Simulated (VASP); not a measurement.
Runs of VASP 6.6.1 on Ta2N. The structure is that of space group P-3m1 (No. 164), or close to it. The cells are those of the table. 

```csv
task,spin,cell,k mesh,cutoff (eV),gap on the mesh (eV),pressure (GPa),largest force (eV/Å)
single point,off,"a = 3.101, b = 3.101, c = 4.882 Å, angles 90.0, 90.0, 120.0°, 3 atoms",18 × 18 × 10,520,none,(a),0.04
relaxation of cell and atoms,off,"relaxed from a = 3.113, b = 3.113, c = 4.870 Å, angles 90.0, 90.0, 120.0°, 3 atoms",18 × 18 × 10,600,none,0.0,0.01
single point,"collinear, ferromagnetic start","a = 3.113, b = 3.113, c = 4.870 Å, angles 90.0, 90.0, 120.0°, 3 atoms",6 × 6 × 4,520,none,-0.8,0.24
single point,off,"a = 3.113, b = 3.113, c = 4.870 Å, angles 90.0, 90.0, 120.0°, 3 atoms",6 × 6 × 4,520,none,-0.8,0.24
```

Alike in all rows: level PBE; potentials or basis VASP PAW PBE potentials, release 64 (Ta_pv, N); smearing gaussian 0.1 eV.

Problem. Fill in the values left out.

Solution. (a) 0.4.

Caveats: some runs use coarse meshes; spin-orbit coupling is left out, which moves the levels of the heavy elements.

A k mesh can miss the band edges, and the runs leave out spin-orbit coupling on Ta.

A gap of «none» marks levels without a gap at the run's occupations.
